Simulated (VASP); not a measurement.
# TiCo (Pm-3m) in VASP: further runs

Runs on TiCo. Level: PBE. Tasks: single point.

Everything below comes from runs of VASP 6.6.1. Logs are shortened: lines on timing, memory, paths and dates and some standing lists are left out, and cuts for length are marked.

### 1 The cell of the first run

Symmetry: Pm-3m, No. 221, cubic system. Conventional cell: a = 2.986 Å, b = 2.986 Å, c = 2.986 Å, α = 90.00°, β = 90.00°, γ = 90.00°. Within 3.4 Å of Co (site symmetry m-3m) lie 8 Ti at 2.59 Å and 6 Co at 2.99 Å. Ti (site symmetry m-3m) has 8 Co at 2.59 Å and 6 Ti at 2.99 Å within 3.4 Å.

### 2 Single point, PBE, collinear spin, ferromagnetic start

INCAR

```
SYSTEM = TiCo
PREC     = Accurate       ! precision mode
ENCUT    = 520            ! plane-wave cutoff, eV
EDIFF    = 1E-6           ! SCF threshold, eV
ISMEAR   = 0              ! smearing method
SIGMA    = 0.022          ! smearing width, eV
LREAL    = .FALSE.        ! projectors in reciprocal space
LASPH    = .TRUE.         ! aspherical terms in the spheres
NELM     = 150            ! most SCF steps
ALGO     = Normal         ! electronic algorithm
ISIF     = 2              ! what is computed and relaxed
LWAVE    = .FALSE.        ! write WAVECAR
LCHARG   = .FALSE.        ! write CHGCAR
ISPIN    = 2              ! spin polarisation
MAGMOM   = 2 1            ! initial moments
LORBIT   = 11             ! projections on sites
LMAXMIX  = 4              ! l up to which the mixer works
GGA      = PE             ! functional
NBANDS   = 22             ! bands
```

KPOINTS

```
Automatic mesh
0
G
  9 9 9
  0 0 0
```

POSCAR

```
TiCo
1.0
    2.9861109900      0.0000000000      0.0000000000
    0.0000000000      2.9861109900      0.0000000000
    0.0000000000      0.0000000000      2.9861109900
Co Ti
1 1
Direct
    0.5000000000      0.5000000000      0.5000000000
    0.0000000000      0.0000000000      0.0000000000
```

Potentials or basis: VASP PAW PBE potentials, release 64 (Co, Ti_sv).

The run is started by

```console
$ cat potpaw_PBE.64/Co/POTCAR potpaw_PBE.64/Ti_sv/POTCAR > POTCAR
$ mpirun -np 1 vasp_std > vasp.out
```

OUTCAR:

```text
SYSTEM = TiCo
   PREC = Accurate
   ENCUT = 520
   EDIFF = 1E-6
   ISMEAR = 0
   LREAL = .FALSE.
   LASPH = .TRUE.
   NELM = 150
   ISIF = 2
   ISPIN = 2
   LORBIT = 11
   GGA = PE

 ion  position               nearest neighbor table
   1  0.500  0.500  0.500-   2 2.59   2 2.59   2 2.59   2 2.59   2 2.59   2 2.59   2 2.59   2 2.59

   2  0.000  0.000  0.000-   1 2.59   1 2.59   1 2.59   1 2.59   1 2.59   1 2.59   1 2.59   1 2.59

  LATTYP: Found a simple cubic cell.
 ALAT       =     2.9861109900

  Lattice vectors:

 A1 = (   2.9861109900,   0.0000000000,   0.0000000000)
 A2 = (   0.0000000000,   2.9861109900,   0.0000000000)
 A3 = (   0.0000000000,   0.0000000000,   2.9861109900)

Analysis of symmetry for initial positions (statically):
=====================================================================
 Subroutine PRICEL returns:
 Original cell was already a primitive cell.

 Routine SETGRP: Setting up the symmetry group for a
 simple cubic supercell.

 Subroutine GETGRP returns: Found 48 space group operations
 (whereof 48 operations were pure point group operations)
 out of a pool of 48 trial point group operations.

The static configuration has the point symmetry O_h .

Analysis of symmetry for dynamics (positions and initial velocities):
=====================================================================
 Subroutine PRICEL returns:
 Original cell was already a primitive cell.

 Routine SETGRP: Setting up the symmetry group for a
 simple cubic supercell.

 Subroutine GETGRP returns: Found 48 space group operations
 (whereof 48 operations were pure point group operations)
 out of a pool of 48 trial point group operations.

The dynamic configuration has the point symmetry O_h .

Analysis of structural, dynamic, and magnetic symmetry:
=====================================================================
 Subroutine PRICEL returns:
 Original cell was already a primitive cell.

 Routine SETGRP: Setting up the symmetry group for a
 simple cubic supercell.

 Subroutine GETGRP returns: Found 48 space group operations
 (whereof 48 operations were pure point group operations)
 out of a pool of 48 trial point group operations.

The overall configuration has the point symmetry O_h .

 Subroutine INISYM returns: Found 48 space group operations
 (whereof 48 operations are pure point group operations),
 and found     1 'primitive' translations

----------------------------------------------------------------------------------------

                                     Primitive cell

  volume of cell :      26.6267

  direct lattice vectors                    reciprocal lattice vectors
     2.986110990  0.000000000  0.000000000     0.334883735  0.000000000  0.000000000
     0.000000000  2.986110990  0.000000000     0.000000000  0.334883735  0.000000000
     0.000000000  0.000000000  2.986110990     0.000000000  0.000000000  0.334883735

  length of vectors
     2.986110990  2.986110990  2.986110990     0.334883735  0.334883735  0.334883735

  position of ions in fractional coordinates (direct lattice)
     0.500000000  0.500000000  0.500000000
     0.000000000  0.000000000  0.000000000

  ion indices of the primitive-cell ions
   primitive index   ion index
                 1           1
                 2           2

----------------------------------------------------------------------------------------

 KPOINTS: Automatic mesh

Automatic generation of k-mesh.
 Grid dimensions read from file:
 generate k-points for:    9    9    9

 Generating k-lattice:

  Cartesian coordinates                     Fractional coordinates (reciprocal lattice)
     0.037209304  0.000000000  0.000000000     0.111111111  0.000000000  0.000000000
     0.000000000  0.037209304  0.000000000     0.000000000  0.111111111  0.000000000
     0.000000000  0.000000000  0.037209304     0.000000000  0.000000000  0.111111111

  Length of vectors
     0.037209304  0.037209304  0.037209304

  Shift w.r.t. Gamma in fractional coordinates (k-lattice)
     0.000000000  0.000000000  0.000000000

 Subroutine IBZKPT returns following result:
 ===========================================

 Found     35 irreducible k-points:

 Following reciprocal coordinates:
            Coordinates               Weight
  0.000000  0.000000  0.000000      1.000000
  0.111111  0.000000  0.000000      6.000000
  0.222222  0.000000  0.000000      6.000000
  0.333333  0.000000  0.000000      6.000000
  0.444444  0.000000  0.000000      6.000000
  0.111111  0.111111  0.000000     12.000000
[... 16 lines left out ...]
  0.333333  0.333333  0.111111     24.000000
  0.444444  0.333333  0.111111     48.000000
 [... further k-points ...]
   k-points           NKPTS =     35   k-points in BZ     NKDIM =     35   number of bands    NBANDS=     22
   number of dos      NEDOS =    301   number of ions     NIONS =      2
   total plane-waves  NPLWV =  13824
   dimension x,y,z NGX =    24 NGY =   24 NGZ =   24
   dimension x,y,z NGXF=    48 NGYF=   48 NGZF=   48
   ions per type =               1   1
   NGX,Y,Z   is equivalent  to a cutoff of  13.36, 13.36, 13.36 a.u.
   NGXF,Y,Z  is equivalent  to a cutoff of  26.72, 26.72, 26.72 a.u.
 SYSTEM =  TiCo
   PREC   = accura    normal or accurate (medium, high low for compatibility)
   ISTART =      0    job   : 0-new  1-cont  2-samecut
   ICHARG =      2    charge: 1-file 2-atom 10-const
   ISPIN  =      2    spin polarized calculation?
   LNONCOLLINEAR =      F non collinear calculations
   LSORBIT =      F    spin-orbit coupling
   LASPH  =      T    aspherical Exc in radial PAW
   ENCUT  =  520.0 eV  38.22 Ry    6.18 a.u.   5.55  5.55  5.55*2*pi/ulx,y,z
   NELM   =    150;   NELMIN=  2; NELMDL= -5     # of ELM steps
   EDIFF  = 0.1E-05   stopping-criterion for ELM
   LREAL  =      F    real-space projection
   EDIFFG = 0.1E-04   stopping-criterion for IOM
   NSW    =      0    number of steps for IOM
   IBRION =     -1    ionic relax: 0-MD 1-quasi-New 2-CG
   NFREE  =      0    steps in history (QN), initial steepest desc. (CG)
   ISIF   =      2    stress and relaxation
   ISYM   =      2    0-nonsym 1-usesym 2-fastsym
   POTIM  = 0.5000    time-step for ionic-motion
   TEBEG  =    0.0;   TEEND  =   0.0 temperature during run
   PSTRESS=    0.0 pullay stress
   NELECT =      21.0000    total number of electrons
   NUPDOWN=      -1.0000    fix difference up-down
   EMIN   =  10.00;   EMAX   =-10.00  energy-range for DOS
   EFERMI =   0.00;   METHOD = LEGACY
   ISMEAR =     0;   SIGMA  =   0.02  broadening in eV -4-tet -1-fermi 0-gaus
   EFERMI_NEDOS =   21; number of points for ismear=-14 and -15
   IALGO  =     38    algorithm
   IMIX   =      4    mixing-type and parameters
     AMIX     =   0.40;   BMIX     =  1.00
     AMIX_MAG =   1.60;   BMIX_MAG =  1.00
  volume/ion in A,a.u.               =      13.31        89.84
  Fermi-wavevector in a.u.,A,eV,Ry     =   1.512546  2.858298 31.127355  2.287796
  Thomas-Fermi vector in A             =   2.622456
   LORBIT       =     11    0 simple, 1 ext, 2 COOP (PROOUT), +10 PAW based schemes
   GGA     = PE    functional components
   LHFCALC =     F    Hartree Fock is set to
   AEXX    =    0.0000 exact exchange contribution
   IVDW    =     0    specifies the selected vdW correction
   LEPSILON=     F    determine dielectric tensor
   LRPA    =     F    only Hartree local field effects (RPA)
 spin polarized calculation
 Gauss-broadening in eV      SIGMA  =   0.02
  energy-cutoff  :      520.00
  volume of cell :       26.63
 maximum number of plane-waves:       739
 NGX is ok and might be reduce to    24
   NGX = 11   NGY = 11   NGZ = 11

 number of electron      20.9999983 magnetization       0.8367286

 Free energy of the ion-electron system (eV)
  ---------------------------------------------------
  ext. energy  EPLUGINS =         0.00000000
  ---------------------------------------------------
  free energy    TOTEN  =       -15.67492062 eV

  energy without entropy =      -15.67453016  energy(sigma->0) =      -15.67472539

 E-fermi :   9.9592     XC(G=0): -12.5743

 val. band max:        9.9585440050   @ k =   0.3333   0.3333   0.0000
 cond. band min:       9.9914097630   @ k =   0.3333   0.1111   0.1111
 fundamental gap:      0.0328657580
 Fermi energy:         9.9592339864

 spin component 1

 k-point     1 :       0.0000    0.0000    0.0000
  band No.  band energies     occupation
      1     -47.2124      1.00000
      2     -23.3057      1.00000
      3     -23.3057      1.00000
      4     -23.3057      1.00000
      5       2.2475      1.00000
      6       5.7604      1.00000
[... 14 lines left out ...]
     21      29.2534      0.00000
     22      30.8751      0.00000

 k-point     2 :       0.1111    0.0000    0.0000
  band No.  band energies     occupation
      1     -47.2087      1.00000
      2     -23.3412      1.00000
      3     -23.3031      1.00000
      4     -23.3031      1.00000
      5       2.4911      1.00000
      6       5.8553      1.00000
[... 542 lines left out ...]
 k-point    24 :       0.4444    0.3333    0.1111
  band No.  band energies     occupation
      1     -47.1568      1.00000
      2     -23.5563      1.00000
      3     -23.4871      1.00000
      4     -23.2959      1.00000
      5       5.6740      1.00000
      6       6.2716      1.00000
[... 14 lines left out ...]
     21      26.7271      0.00000
     22      29.7342      0.00000

 [... further k-points ...]

 spin component 2

 k-point     1 :       0.0000    0.0000    0.0000
  band No.  band energies     occupation
      1     -47.2209      1.00000
      2     -23.3149      1.00000
      3     -23.3149      1.00000
      4     -23.3149      1.00000
      5       2.2308      1.00000
      6       6.4128      1.00000
[... 14 lines left out ...]
     21      29.4011      0.00000
     22      30.7531      0.00000

 k-point     2 :       0.1111    0.0000    0.0000
  band No.  band energies     occupation
      1     -47.2172      1.00000
      2     -23.3508      1.00000
      3     -23.3123      1.00000
      4     -23.3123      1.00000
      5       2.4749      1.00000
      6       6.5205      1.00000
[... 542 lines left out ...]
 k-point    24 :       0.4444    0.3333    0.1111
  band No.  band energies     occupation
      1     -47.1649      1.00000
      2     -23.5685      1.00000
      3     -23.4986      1.00000
      4     -23.3053      1.00000
      5       5.9832      1.00000
      6       6.5523      1.00000
[... 14 lines left out ...]
     21      26.7613      0.00000
     22      29.7080      0.00000

 [... further k-points ...]
[... 5 lines left out ...]
  --------------------------------------------------------------------------------------
  -------------------------------------------------------------------------------------
  Total       -0.1258059     -0.1258059     -0.1258059     -0.0000000     -0.0000000      0.0000000
  in kB       -7.5699653     -7.5699653     -7.5699653     -0.0000000     -0.0000000      0.0000000
  external PRESSURE =      -7.5699653 kB  Pullay stress =       0.0000000 kB

 VOLUME and BASIS-vectors are now :
 -----------------------------------------------------------------------------
  energy-cutoff  :      520.00
  volume of cell :       26.63
      direct lattice vectors                 reciprocal lattice vectors
     2.986110990  0.000000000  0.000000000     0.334883735  0.000000000  0.000000000
     0.000000000  2.986110990  0.000000000     0.000000000  0.334883735  0.000000000
     0.000000000  0.000000000  2.986110990     0.000000000  0.000000000  0.334883735

 POSITION                                       TOTAL-FORCE (eV/Angst)
 -----------------------------------------------------------------------------------
      1.49306      1.49306      1.49306         0.000000      0.000000      0.000000
      0.00000      0.00000      0.00000         0.000000      0.000000      0.000000
 -----------------------------------------------------------------------------------
    total drift:                                0.000000      0.000000     -0.000000

  FREE ENERGIE OF THE ION-ELECTRON SYSTEM (eV)
  ---------------------------------------------------
  free  energy   TOTEN  =       -15.6749206215 eV

  energy  without entropy=      -15.6745301593  energy(sigma->0) =      -15.67472539

 total charge

# of ion       s       p       d       tot
------------------------------------------
    1        0.524   0.460   7.303   8.287
    2        2.247   6.179   1.860  10.286
--------------------------------------------------
tot          2.771   6.639   9.163  18.574

 magnetization (x)

# of ion       s       p       d       tot
------------------------------------------
    1        0.026  -0.006   0.899   0.919
    2       -0.002  -0.014  -0.012  -0.029
--------------------------------------------------
tot          0.023  -0.020   0.887   0.890
```

It took 16 s on 1 thread of Intel Xeon 6975P-C (Granite Rapids), shared host; peak memory 0.17 GiB.

Results:

```yaml
Free_energy: -15.6749 eV
Pressure: -0.8 GPa
Net_moment: 0.84 μB per cell
Site_moments: Co +0.92; Ti -0.03 μB
Valence_electrons_inside_the_program's_atomic_spheres: Co 8.29; Ti 10.29
```

### 3 Single point, PBE, collinear spin, ferromagnetic start

INCAR

```
PREC = Accurate ; ENCUT = 520
EDIFF = 1E-6 ; ISMEAR = 0
SIGMA = 0.024 ; LREAL = False
LASPH = True ; NELM = 150
ALGO = Normal ; ISIF = 2
LWAVE = False ; LCHARG = False
ISPIN = 2 ; MAGMOM = 2 1
LORBIT = 11 ; LMAXMIX = 4
GGA = PE ; NBANDS = 22
```

KPOINTS

```
Automatic mesh
0
Gamma
  9 9 9
```

POSCAR is that of step 2.

Potentials or basis: VASP PAW PBE potentials, release 64 (Co, Ti_sv).

The run is started by

```console
$ cat potpaw_PBE.64/Co/POTCAR potpaw_PBE.64/Ti_sv/POTCAR > POTCAR
$ mpirun -np 1 vasp_std > vasp.out
```

Wall time 16 s (1 thread of Intel Xeon 6975P-C (Granite Rapids), shared host); peak memory 0.17 GiB.

The run converged. Its results:

```yaml
Free_energy: -15.6750 eV
Pressure: -0.8 GPa
Net_moment: 0.84 μB per cell
Site_moments: Co +0.92; Ti -0.03 μB
Valence_electrons_inside_the_program's_atomic_spheres: Co 8.29; Ti 10.29
```

Levels at points of the mesh, in eV from the Fermi level:
Spin up:
```
           k point  band 8  band 9  band 10  band 11  band 12  band 13  band 14  band 15
(0.00, 0.00, 0.00)   -1.90   -1.90    -1.90     0.46     0.46     2.64     2.64     2.64
```
Spin down:
```csv
k point,band 7,band 8,band 9,band 10,band 11,band 12,band 13,band 14
"(0.00, 0.00, 0.00)",-3.55,-1.37,-1.36,-1.36,0.99,0.99,2.74,2.74
```

### 4 Single point, PBE, collinear spin, ferromagnetic start

INCAR

```
SYSTEM = TiCo
PREC = Accurate ; ENCUT = 520
EDIFF = 1E-6 ; ISMEAR = 0
SIGMA = 0.025 ; LREAL = .False.
LASPH = .True. ; NELM = 150
ALGO = Normal ; ISIF = 2
LWAVE = .False. ; LCHARG = .False.
ISPIN = 2 ; MAGMOM = 2 1
LORBIT = 11 ; LMAXMIX = 4
GGA = PE ; NBANDS = 22
```

KPOINTS

```
regular mesh
0
Gamma
  9 9 9
  0 0 0
```

POSCAR is that of step 3.

The run is started by

```console
$ cat potpaw_PBE.64/Co/POTCAR potpaw_PBE.64/Ti_sv/POTCAR > POTCAR
$ mpirun -np 1 vasp_std > vasp.out
```

Run time: 16 s. Hardware: 1 thread of Intel Xeon 6975P-C (Granite Rapids), shared host; peak memory 0.17 GiB.

The run converged. Its results:

- Free energy: -15.6750 eV
- Pressure: -0.8 GPa
- Net moment: 0.84 μB per cell
- Site moments: Co +0.92; Ti -0.03 μB
- Valence electrons inside the program's atomic spheres: Co 8.29; Ti 10.29

Levels at points of the mesh, in eV from the Fermi level:
Spin up:
| k point | band 7 | band 8 | band 9 | band 10 | band 11 | band 12 | band 13 | band 14 | band 15 | band 16 |
| --- | --- | --- | --- | --- | --- | --- | --- | --- | --- | --- |
| (0.00, 0.00, 0.00) | -4.20 | -1.90 | -1.90 | -1.90 | 0.46 | 0.46 | 2.64 | 2.64 | 2.64 | 8.89 |
Spin down:
```tsv
k point	band 6	band 7	band 8	band 9	band 10	band 11	band 12	band 13	band 14	band 15
(0.00, 0.00, 0.00)	-3.55	-3.55	-1.37	-1.37	-1.37	0.99	0.99	2.74	2.74	2.74
```

### 5 Summary

| smearing | gap on the mesh (eV) | pressure (GPa) | moment (μB) |
| --- | --- | --- | --- |
| gaussian 0.022 eV | none | -0.8 | 0.84 |
| gaussian 0.024 eV | none | -0.8 | 0.84 |
| gaussian 0.025 eV | none | -0.8 | 0.84 |

Alike in all rows: task single point; level PBE; potentials or basis VASP PAW PBE potentials, release 64 (Co, Ti_sv); spin collinear, ferromagnetic start; cell as given; k mesh 9 × 9 × 9; cutoff (eV) 520.

Every run on the cell as given and a fine mesh finds a metal.

Absolute energies hang on the potentials; compare differences alone.
